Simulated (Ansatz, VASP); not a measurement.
**LiBr: VASP beside Ansatz**

```xyz
2
Lattice="0.0000 2.7993 2.7993 2.7993 0.0000 2.7993 2.7993 2.7993 0.0000" Properties=species:S:1:pos:R:3 pbc="T T T"
Li    0.0000    0.0000    0.0000
Br    2.7993    2.7993    2.7993
```

Alike in both runs: task relaxation of cell and atoms; functional PBE; k mesh 8 × 8 × 8; occupations gaussian, width 0.02 eV; no spin polarisation.

|  | VASP | Ansatz |
| --- | --- | --- |
| version | VASP 6.6.1 | Ansatz 0.2.0 |
| potentials or method | VASP PAW PBE potentials, release 64 (Li_sv, Br), cutoff 750 eV | scalar-relativistic, plane waves, PAW |
| valence electrons in the cell | 10 | 10 |

|  | VASP | Ansatz | Ansatz less VASP |
| --- | --- | --- | --- |
| gap on the k mesh at the Fermi level, each at its own relaxed structure (eV) | 4.91 | 4.92 | +0.002 |
| relaxed volume (Å³/atom) | 20.94 | 20.92 | -0.021 |
| relaxed cell length with the largest relative difference (Å) | 3.898 | 3.897 | -0.0013 |
